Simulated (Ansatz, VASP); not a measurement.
One calculation of GaAs, two programs

The input INCAR:

```
SYSTEM = GaAs
ALGO = Normal
EDIFF = 1E-6
EDIFFG = -0.002
ENCUT = 600
GGA = CA
IBRION = 2
ISIF = 3
ISMEAR = 0
LASPH = .True.
LCHARG = .False.
LREAL = .False.
LWAVE = .False.
NELM = 80
NSW = 100
PREC = Accurate
SIGMA = 0.02
```

File KPOINTS:

```
k-points
0
Gamma
  10 10 10
  0 0 0
```

File POSCAR:

```
GaAs
1.0
    0.0000000000      2.8015691295      2.8015691295
    2.8015691295      0.0000000000      2.8015691295
    2.8015691295      2.8015691295      0.0000000000
Ga As
1 1
Direct
    0.0000000000      0.0000000000      0.0000000000
    0.7500000000      0.7500000000      0.7500000000
```

Input for Ansatz:

```yaml
crystal:
  lattice:
    - [0.0, 2.8015691295, 2.8015691295]
    - [2.8015691295, 0.0, 2.8015691295]
    - [2.8015691295, 2.8015691295, 0.0]
  atoms:
    - { symbol: Ga, position: [0.0, 0.0, 0.0] }
    - { symbol: As, position: [0.75, 0.75, 0.75] }
basis:
  ecutwfc: 420
kpoints:
  mp_grid: { grid: [10, 10, 10] }
hamiltonian:
  xc: lda
  pseudopotentials: { kind: paw, azcp: { folder: soft_1 } }
scf:
  occupations: { method: gaussian, width: 0.02 }
output:
  forces: true
  stress: true
  eigenvalues: true
relax:
  adjacent_minimum: "off"
  f_tol: 0.002
  max_steps: 80
  cell: { stress_tol: 0.02 }
```

Alike in both runs: task relaxation of cell and atoms; functional LDA; k mesh 10 × 10 × 10; occupations gaussian, width 0.02 eV; no spin polarisation.

```csv
,VASP,Ansatz
version,VASP 6.6.1,Ansatz 0.2.0
potentials or method,"VASP PAW LDA potentials, release 64 (Ga_d, As), cutoff 600 eV","scalar-relativistic, plane waves, PAW"
valence electrons in the cell,18,28
```

|  | VASP | Ansatz | Ansatz less VASP |
| --- | --- | --- | --- |
| gap on the k mesh at the Fermi level, each at its own relaxed structure (eV) | 0.51 | 0.49 | -0.015 |
| relaxed volume (Å³/atom) | 22.08 | 21.99 | -0.088 |
| relaxed cell length with the largest relative difference (Å) | 3.967 | 3.962 | -0.0053 |

Ansatz warns that its potentials were made for another functional, while VASP's fit it. LDA's correlation is that of Perdew and Zunger in VASP and of Perdew and Wang (1992) in Ansatz. VASP's potentials hold 18 valence electrons a cell and Ansatz's 28, so a difference there can come from the potentials and not from the codes.
